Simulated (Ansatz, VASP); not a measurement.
# Zr2H3: VASP beside Ansatz

INCAR

```
SYSTEM = Zr2H3
PREC     = Accurate       ! precision mode
ENCUT    = 600            ! plane-wave cutoff, eV
EDIFF    = 1E-6           ! SCF threshold, eV
ISMEAR   = 0              ! smearing method
SIGMA    = 0.1            ! smearing width, eV
LREAL    = .FALSE.        ! projectors in reciprocal space
LASPH    = .TRUE.         ! aspherical terms in the spheres
NELM     = 60             ! most SCF steps
ALGO     = Normal         ! electronic algorithm
ISIF     = 3              ! what is computed and relaxed
LWAVE    = .FALSE.        ! write WAVECAR
LCHARG   = .FALSE.        ! write CHGCAR
GGA      = PE             ! functional
IBRION   = 2              ! ionic algorithm
NSW      = 100            ! ionic steps
EDIFFG   = -0.01          ! ionic threshold
```

KPOINTS

```
Automatic mesh
0
G
  12 12 10
  0 0 0
```

POSCAR

```
Zr2H3
1.0
    5.0517541473      0.0000000000      0.0000000000
   -2.5258770736      4.3749474252      0.0000000000
    0.0000000000      0.0000000000      3.7783153423
Zr H
2 3
Direct
    0.3333333333      0.6666666667      0.0000000000
    0.6666666667      0.3333333333      0.0000000000
    0.3333333333      0.6666666667      0.5000000000
    0.6666666667      0.3333333333      0.5000000000
    0.0000000000      0.0000000000      0.5000000000
```

Input for Ansatz:

```yaml
crystal:
  lattice:
    - [5.0517541473, 0.0, 0.0]
    - [-2.5258770736, 4.3749474252, 0.0]
    - [0.0, 0.0, 3.7783153423]
  atoms:
    - { symbol: Zr, position: [0.3333333333, 0.6666666667, 0.0] }
    - { symbol: Zr, position: [0.6666666667, 0.3333333333, 0.0] }
    - { symbol: H, position: [0.3333333333, 0.6666666667, 0.5] }
    - { symbol: H, position: [0.6666666667, 0.3333333333, 0.5] }
    - { symbol: H, position: [0.0, 0.0, 0.5] }
basis:
  ecutwfc: 420
kpoints:
  mp_grid: { grid: [12, 12, 10] }
hamiltonian:
  xc: pbe
scf:
  occupations: { method: gaussian, width: 0.1 }
output:
  forces: true
  stress: true
  eigenvalues: true
  write_density: true
  write_potential: true
  elf: true
  volumetric_format: npy
relax:
  adjacent_minimum: "off"
  f_tol: 0.01
  max_steps: 80
  cell: { stress_tol: 0.05 }
```

Alike in both runs: task relaxation of cell and atoms; functional PBE; k mesh 12 × 12 × 10; occupations gaussian, width 0.1 eV; no spin polarisation.

|  | VASP | Ansatz |
| --- | --- | --- |
| version | VASP 6.6.1 | Ansatz 0.2.0 |
| potentials or method | VASP PAW PBE potentials, release 64 (Zr_sv, H), cutoff 600 eV | scalar-relativistic, plane waves, PAW |
| valence electrons in the cell | 27 | 27 |

VASP gave:

| Quantity | Value |
| --- | --- |
| gap on the k mesh at the Fermi level, each at its own relaxed structure (eV) | none |
| relaxed volume (Å³/atom) | 16.86 |
| relaxed cell length with the largest relative difference (Å) | 3.765 |

Question: Which values does Ansatz return?

Answer: gap on the k mesh at the Fermi level, each at its own relaxed structure (eV): none; relaxed volume (Å³/atom): 16.86; relaxed cell length with the largest relative difference (Å): 3.764.

A gap of «none» marks a metal or a gap that the smearing closes.
